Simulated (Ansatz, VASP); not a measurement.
**Two plane-wave programs on Ge**

INCAR

```
AGGAC = 1.0
AGGAX = 1.0
ALDAC = 0.0
ALDAX = 1.0
ALGO = Normal
EDIFF = 1E-7
EDIFFG = -0.01
ENCUT = 600
GGA = B5
IBRION = 2
ISIF = 3
ISMEAR = -1
LASPH = T
LCHARG = F
LREAL = F
LWAVE = F
NELM = 80
NSW = 80
PREC = Accurate
SIGMA = 0.1
```

File KPOINTS:

```
k-points
0
Gamma
  8 8 11
```

POSCAR

```
Ge
1.0
    4.7727297598      0.0000000000      0.0000000000
   -2.3863648799      4.1333052174      0.0000000000
    0.0000000000      0.0000000000      2.9256833427
Ge
3
Direct
    0.0000000000      0.0000000000      0.0000000000
    0.3333333333      0.6666666667      0.5000000000
    0.6666666667      0.3333333333      0.5000000000
```

Input for Ansatz:

```yaml
crystal:
  lattice:
    - [4.7727297598, 0.0, 0.0]
    - [-2.3863648799, 4.1333052174, 0.0]
    - [0.0, 0.0, 2.9256833427]
  atoms:
    - { symbol: Ge, position: [0.0, 0.0, 0.0] }
    - { symbol: Ge, position: [0.3333333333, 0.6666666667, 0.5] }
    - { symbol: Ge, position: [0.6666666667, 0.3333333333, 0.5] }
hamiltonian:
  xc: blyp
  pseudopotentials:
    kind: paw
    azcp:
      Ge: "pseudopotentials/Ge.paw.azcp"
basis:
  ecutwfc: 420
  fft_grid_basis: typed
kpoints:
  mp_grid: { grid: [8, 8, 11], shift: [0, 0, 0] }
magnetization:
  spin_polarized: false
scf:
  occupations: { method: fermi_dirac, width: 0.1 }
relax:
  max_steps: 60
  f_tol: 0.01
  cell: {}
output:
  write_density: true
  write_potential: true
  elf: true
  volumetric_format: npy
```

Alike in both runs: task relaxation of cell and atoms; functional BLYP; k mesh 8 × 8 × 11; occupations fermi-dirac, width 0.1 eV; no spin polarisation.

```csv
,VASP,Ansatz
version,VASP 6.6.1,Ansatz 0.2.0
potentials or method,"VASP PAW PBE potentials, release 64 (Ge_d), cutoff 600 eV","plane waves (420 eV) with PAW, scalar-relativistic"
valence electrons in the cell,42,42
```

|  | VASP | Ansatz | Ansatz less VASP |
| --- | --- | --- | --- |
| relaxed volume (Å³/atom) | 21.62 | 21.59 | -0.028 |
| relaxed length of the cell vector where the two differ most in proportion (Å) | 5.073 | 5.070 | -0.0025 |

VASP's potentials were made for PBE, not for BLYP.
